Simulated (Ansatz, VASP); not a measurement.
Two plane-wave programs on WSe2

```xyz
3
Lattice="3.2703 0.0000 0.0000 -1.6351 2.8321 0.0000 0.0000 0.0000 17.3277" Properties=species:S:1:pos:R:3 pbc="T T T"
W     0.0000    0.0000    0.0000
Se    0.0000    1.8881    1.6727
Se    0.0000    1.8881   15.6550
```

Change from the starting cell: strain along c alone, the other axes held, atoms relaxed: +4.0 %.

Alike in both runs: functional PBEsol; k mesh 12 × 12 × 2; occupations gaussian, width 0.02 eV; no spin polarisation.

Ansatz relaxed the structure, and its values are those at the end. VASP's run is a single point on that final structure, the one shown.

|  | VASP | Ansatz |
| --- | --- | --- |
| version | VASP 6.6.1 | Ansatz 0.2.0 |
| potentials or method | VASP PAW PBE potentials, release 64 (W_sv, Se), cutoff 520 eV | scalar-relativistic, plane waves, PAW |
| valence electrons in the cell | 26 | 46 |

```tsv
	VASP	Ansatz	Ansatz less VASP
gap on the k mesh at the Fermi level (eV)	1.69	1.69	-0.001
least direct gap on the mesh (eV)	1.69	1.69	+0.003
rms of the force components (eV/Å)	0.029	0.000	-0.0290
```

VASP's potentials were made for PBE, not for PBEsol. VASP's potentials hold 26 valence electrons a cell and Ansatz's 46, so a difference there can come from the potentials and not from the codes. Ansatz's warnings: stress scf threshold loose.

Neither program's run includes spin-orbit coupling.
